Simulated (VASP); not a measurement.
# YHSe (P-6m2) in VASP: notebook

Runs on YHSe. Level: LDA. Tasks: single point.

Everything below comes from runs of VASP 6.6.1. Logs are shortened: lines on timing, memory, paths and dates and some standing lists are left out, and cuts for length are marked.

### 1 The cell of the first run

It takes space group P-6m2 (No. 187, hexagonal). Conventional cell: a = 3.687 Å, b = 3.687 Å, c = 4.229 Å, α = 90.00°, β = 90.00°, γ = 120.00°. Y (site symmetry -6m2) has 3 H at 2.13 Å within 2.8 Å. H (site symmetry -6m2) has 3 Y at 2.13 Å within 2.8 Å. Se (site symmetry -6m2) has 6 H at 3.00 Å and 6 Y at 3.00 Å and 6 Se at 3.69 Å within 4.0 Å.

### 2 Single point, LDA (strain -0.040 along x and y, +0.080 along z)

INCAR

```
SYSTEM = YHSe
PREC = Accurate
ENCUT = 520
EDIFF = 1E-6
ISMEAR = 0
SIGMA = 0.05
LREAL = .False.
LASPH = .True.
NELM = 60
ALGO = Normal
ISIF = 2
LWAVE = .False.
LCHARG = .False.
NBANDS = 16
```

KPOINTS

```
Automatic mesh
0
Gamma
  9 9 8
  0 0 0
```

POSCAR

```
YHSe
1.0
    3.6872940824      0.0000000000      0.0000000000
   -1.8436470412      3.1932903466      0.0000000000
    0.0000000000      0.0000000000      4.2287935248
Y H Se
1 1 1
Direct
    0.0000000000      0.0000000000      0.0000000000
    0.3333333333      0.6666666667      0.0000000000
    0.6666666667      0.3333333333      0.5000000000
```

Potentials or basis: VASP PAW LDA potentials, release 64 (Y_sv, H, Se).

Launch:

```sh
cat potpaw_LDA.64/Y_sv/POTCAR potpaw_LDA.64/H/POTCAR potpaw_LDA.64/Se/POTCAR > POTCAR
mpirun -np 1 vasp_std > vasp.out
```

OUTCAR:

```text
SYSTEM = YHSe
   PREC = Accurate
   ENCUT = 520
   EDIFF = 1E-6
   ISMEAR = 0
   LREAL = .False.
   LASPH = .True.
   NELM = 60
   ISIF = 2

 ion  position               nearest neighbor table
   1  0.000  0.000  0.000-   2 2.13   2 2.13   2 2.13   3 3.00   3 3.00   3 3.00   3 3.00   3 3.00
                             3 3.00
   2  0.333  0.667  0.000-   1 2.13   1 2.13   1 2.13
   3  0.667  0.333  0.500-   1 3.00   1 3.00   1 3.00   1 3.00   1 3.00   1 3.00

  LATTYP: Found a hexagonal cell.
 ALAT       =     3.6872940824
 C/A-ratio  =     1.1468555071

  Lattice vectors:

 A1 = (   3.6872940824,   0.0000000000,   0.0000000000)
 A2 = (  -1.8436470412,   3.1932903466,   0.0000000000)
 A3 = (   0.0000000000,   0.0000000000,   4.2287935248)

Analysis of symmetry for initial positions (statically):
=====================================================================
 Subroutine PRICEL returns:
 Original cell was already a primitive cell.

 Routine SETGRP: Setting up the symmetry group for a
 hexagonal supercell.

 Subroutine GETGRP returns: Found 12 space group operations
 (whereof 12 operations were pure point group operations)
 out of a pool of 24 trial point group operations.

The static configuration has the point symmetry D_3h.

Analysis of symmetry for dynamics (positions and initial velocities):
=====================================================================
 Subroutine PRICEL returns:
 Original cell was already a primitive cell.

 Routine SETGRP: Setting up the symmetry group for a
 hexagonal supercell.

 Subroutine GETGRP returns: Found 12 space group operations
 (whereof 12 operations were pure point group operations)
 out of a pool of 24 trial point group operations.

The dynamic configuration has the point symmetry D_3h.

 Subroutine INISYM returns: Found 12 space group operations
 (whereof 12 operations are pure point group operations),
 and found     1 'primitive' translations

----------------------------------------------------------------------------------------

                                     Primitive cell

  volume of cell :      49.7924

  direct lattice vectors                    reciprocal lattice vectors
     3.687294082  0.000000000  0.000000000     0.271201585  0.156578308  0.000000000
    -1.843647041  3.193290347  0.000000000     0.000000000  0.313156616  0.000000000
     0.000000000  0.000000000  4.228793525     0.000000000  0.000000000  0.236474066

  length of vectors
     3.687294082  3.687294082  4.228793525     0.313156616  0.313156616  0.236474066

  position of ions in fractional coordinates (direct lattice)
     0.000000000  0.000000000  0.000000000
     0.333333333  0.666666667  0.000000000
     0.666666667  0.333333333  0.500000000

  ion indices of the primitive-cell ions
   primitive index   ion index
                 1           1
                 2           2
                 3           3

----------------------------------------------------------------------------------------

 KPOINTS: Automatic mesh

Automatic generation of k-mesh.
 Grid dimensions read from file:
 generate k-points for:    9    9    8

 Generating k-lattice:

  Cartesian coordinates                     Fractional coordinates (reciprocal lattice)
     0.030133509  0.017397590  0.000000000     0.111111111 -0.000000000  0.000000000
     0.000000000  0.034795180  0.000000000     0.000000000  0.111111111  0.000000000
     0.000000000  0.000000000  0.029559258     0.000000000  0.000000000  0.125000000

  Length of vectors
     0.034795180  0.034795180  0.029559258

  Shift w.r.t. Gamma in fractional coordinates (k-lattice)
     0.000000000  0.000000000  0.000000000

 Subroutine IBZKPT returns following result:
 ===========================================

 Found     60 irreducible k-points:

 Following reciprocal coordinates:
            Coordinates               Weight
  0.000000  0.000000  0.000000      1.000000
  0.111111  0.000000  0.000000      6.000000
  0.222222  0.000000  0.000000      6.000000
  0.333333 -0.000000  0.000000      6.000000
  0.444444  0.000000  0.000000      6.000000
  0.111111  0.111111  0.000000      6.000000
[... 16 lines left out ...]
  0.333333  0.222222  0.125000     24.000000
  0.333333  0.333333  0.125000      4.000000
 [... further k-points ...]
   k-points           NKPTS =     60   k-points in BZ     NKDIM =     60   number of bands    NBANDS=     16
   number of dos      NEDOS =    301   number of ions     NIONS =      3
   total plane-waves  NPLWV =  25088
   dimension x,y,z NGX =    28 NGY =   28 NGZ =   32
   dimension x,y,z NGXF=    56 NGYF=   56 NGZF=   64
   ions per type =               1   1   1
   NGX,Y,Z   is equivalent  to a cutoff of  12.62, 12.62, 12.58 a.u.
   NGXF,Y,Z  is equivalent  to a cutoff of  25.25, 25.25, 25.16 a.u.
 SYSTEM =  YHSe
   PREC   = accura    normal or accurate (medium, high low for compatibility)
   ISTART =      0    job   : 0-new  1-cont  2-samecut
   ICHARG =      2    charge: 1-file 2-atom 10-const
   ISPIN  =      1    spin polarized calculation?
   LNONCOLLINEAR =      F non collinear calculations
   LSORBIT =      F    spin-orbit coupling
   LASPH  =      T    aspherical Exc in radial PAW
   ENCUT  =  520.0 eV  38.22 Ry    6.18 a.u.   6.86  6.86  7.86*2*pi/ulx,y,z
   NELM   =     60;   NELMIN=  2; NELMDL= -5     # of ELM steps
   EDIFF  = 0.1E-05   stopping-criterion for ELM
   LREAL  =      F    real-space projection
   EDIFFG = 0.1E-04   stopping-criterion for IOM
   NSW    =      0    number of steps for IOM
   IBRION =     -1    ionic relax: 0-MD 1-quasi-New 2-CG
   NFREE  =      0    steps in history (QN), initial steepest desc. (CG)
   ISIF   =      2    stress and relaxation
   ISYM   =      2    0-nonsym 1-usesym 2-fastsym
   POTIM  = 0.5000    time-step for ionic-motion
   TEBEG  =    0.0;   TEEND  =   0.0 temperature during run
   PSTRESS=    0.0 pullay stress
   NELECT =      18.0000    total number of electrons
   NUPDOWN=      -1.0000    fix difference up-down
   EMIN   =  10.00;   EMAX   =-10.00  energy-range for DOS
   EFERMI =   0.00;   METHOD = LEGACY
   ISMEAR =     0;   SIGMA  =   0.05  broadening in eV -4-tet -1-fermi 0-gaus
   EFERMI_NEDOS =   21; number of points for ismear=-14 and -15
   IALGO  =     38    algorithm
   IMIX   =      4    mixing-type and parameters
     AMIX     =   0.40;   BMIX     =  1.00
     AMIX_MAG =   1.60;   BMIX_MAG =  1.00
  volume/ion in A,a.u.               =      16.60       112.01
  Fermi-wavevector in a.u.,A,eV,Ry     =   1.166214  2.203824 18.504661  1.360054
  Thomas-Fermi vector in A             =   2.302730
   LORBIT       =      0    0 simple, 1 ext, 2 COOP (PROOUT), +10 PAW based schemes
   GGA     = CA    functional components
   LHFCALC =     F    Hartree Fock is set to
   AEXX    =    0.0000 exact exchange contribution
   IVDW    =     0    specifies the selected vdW correction
   LEPSILON=     F    determine dielectric tensor
   LRPA    =     F    only Hartree local field effects (RPA)
 non-spin polarized calculation
 Gauss-broadening in eV      SIGMA  =   0.05
  energy-cutoff  :      520.00
  volume of cell :       49.79
 maximum number of plane-waves:      1362
 NGX is ok and might be reduce to    28
   NGX = 13   NGY = 13   NGZ = 15

 number of electron      17.9999998 magnetization

 Free energy of the ion-electron system (eV)
  ---------------------------------------------------
  ext. energy  EPLUGINS =         0.00000000
  ---------------------------------------------------
  free energy    TOTEN  =       -19.01519115 eV

  energy without entropy =      -19.01519115  energy(sigma->0) =      -19.01519115

 E-fermi :   3.8813     XC(G=0): -10.5417

 val. band max:        3.5161770090   @ k =   0.0000   0.0000   0.5000
 cond. band min:       5.4418536840   @ k =   0.3333   0.3333   0.0000
 fundamental gap:      1.9256766749
 Fermi energy:         3.8812764839

 k-point     1 :       0.0000    0.0000    0.0000
  band No.  band energies     occupation
      1     -38.0152      2.00000
      2     -18.1422      2.00000
      3     -17.9909      2.00000
      4     -17.9909      2.00000
      5      -9.1554      2.00000
      6      -0.4014      2.00000
[... 8 lines left out ...]
     15      10.5181      0.00000
     16      13.4626      0.00000

 k-point     2 :       0.1111    0.0000    0.0000
  band No.  band energies     occupation
      1     -38.0109      2.00000
      2     -18.1344      2.00000
      3     -18.0472      2.00000
      4     -18.0018      2.00000
      5      -9.0402      2.00000
      6      -0.3478      2.00000
[... 8 lines left out ...]
     15      11.1664      0.00000
     16      13.1825      0.00000

 k-point     3 :       0.2222    0.0000    0.0000
  band No.  band energies     occupation
      1     -37.9999      2.00000
      2     -18.1858      2.00000
      3     -18.1148      2.00000
      4     -18.0291      2.00000
      5      -8.7376      2.00000
      6      -0.4169      2.00000
[... 8 lines left out ...]
     15      11.8661      0.00000
     16      13.0749      0.00000

 k-point     4 :       0.3333   -0.0000    0.0000
  band No.  band energies     occupation
      1     -37.9873      2.00000
      2     -18.3371      2.00000
      3     -18.0923      2.00000
      4     -18.0600      2.00000
      5      -8.3680      2.00000
      6      -0.8395      2.00000
[... 8 lines left out ...]
     15      11.8717      0.00000
     16      13.2051      0.00000
[... 324 lines left out ...]
 k-point    22 :       0.2222    0.2222    0.1250
  band No.  band energies     occupation
      1     -37.9813      2.00000
      2     -18.3384      2.00000
      3     -18.1356      2.00000
      4     -18.0948      2.00000
      5      -8.1930      2.00000
      6      -0.7000      2.00000
[... 8 lines left out ...]
     15      11.6672      0.00000
     16      13.5016      0.00000

 k-point    23 :       0.3333    0.2222    0.1250
  band No.  band energies     occupation
      1     -37.9750      2.00000
      2     -18.3697      2.00000
      3     -18.1941      2.00000
      4     -18.0824      2.00000
      5      -8.0098      2.00000
      6      -0.7216      2.00000
[... 8 lines left out ...]
     15      11.5649      0.00000
     16      12.9798      0.00000

 k-point    24 :       0.3333    0.3333    0.1250
  band No.  band energies     occupation
      1     -37.9728      2.00000
      2     -18.3121      2.00000
      3     -18.2843      2.00000
      4     -18.0781      2.00000
      5      -7.9468      2.00000
      6      -0.4409      2.00000
[... 8 lines left out ...]
     15      11.5188      0.00000
     16      12.5543      0.00000

 [... further k-points ...]

------------------------ aborting loop because EDIFF is reached ----------------------------------------

  FORCE on cell =-STRESS in cart. coord.  units (eV):
  Direction    XX          YY          ZZ          XY          YZ          ZX
  --------------------------------------------------------------------------------------
  -------------------------------------------------------------------------------------
  Total        0.5276526      0.5276526     -5.2874712      0.0000000      0.0000000      0.0000000
  in kB       16.9783717     16.9783717   -170.1358892      0.0000000      0.0000000      0.0000000
  external PRESSURE =     -45.3930486 kB  Pullay stress =       0.0000000 kB

 VOLUME and BASIS-vectors are now :
 -----------------------------------------------------------------------------
  energy-cutoff  :      520.00
  volume of cell :       49.79
      direct lattice vectors                 reciprocal lattice vectors
     3.687294082  0.000000000  0.000000000     0.271201585  0.156578308  0.000000000
    -1.843647041  3.193290347  0.000000000     0.000000000  0.313156616  0.000000000
     0.000000000  0.000000000  4.228793525     0.000000000  0.000000000  0.236474066

 POSITION                                       TOTAL-FORCE (eV/Angst)
 -----------------------------------------------------------------------------------
      0.00000      0.00000      0.00000         0.000000      0.000000      0.000000
     -0.00000      2.12886      0.00000        -0.000000      0.000000      0.000000
      1.84365      1.06443      2.11440         0.000000     -0.000000      0.000000
 -----------------------------------------------------------------------------------
    total drift:                               -0.000000      0.000000      0.000000

  FREE ENERGIE OF THE ION-ELECTRON SYSTEM (eV)
  ---------------------------------------------------
  free  energy   TOTEN  =       -19.0151911453 eV

  energy  without entropy=      -19.0151911453  energy(sigma->0) =      -19.01519115
```

Run time: 21 s. Hardware: 1 thread of Intel Xeon Platinum 8488C (Sapphire Rapids), shared host; peak memory 0.2 GiB.

What came out:

| Property | Result |
| --- | --- |
| Free energy | -19.0152 eV |
| Pressure | -4.5 GPa |
| Band gap on the k mesh | 1.93 eV (least direct gap 2.13 eV) |

Stress tensor (GPa, compression positive):
```
  1.70   0.00   0.00
  0.00   1.70   0.00
  0.00   0.00 -17.01
```

Caveat: the cell differs from its parent crystal (strain -0.040 along x and y, +0.080 along z); the stress differs along the axes, from -17 to 2 GPa.

[end of part 1 of 2]
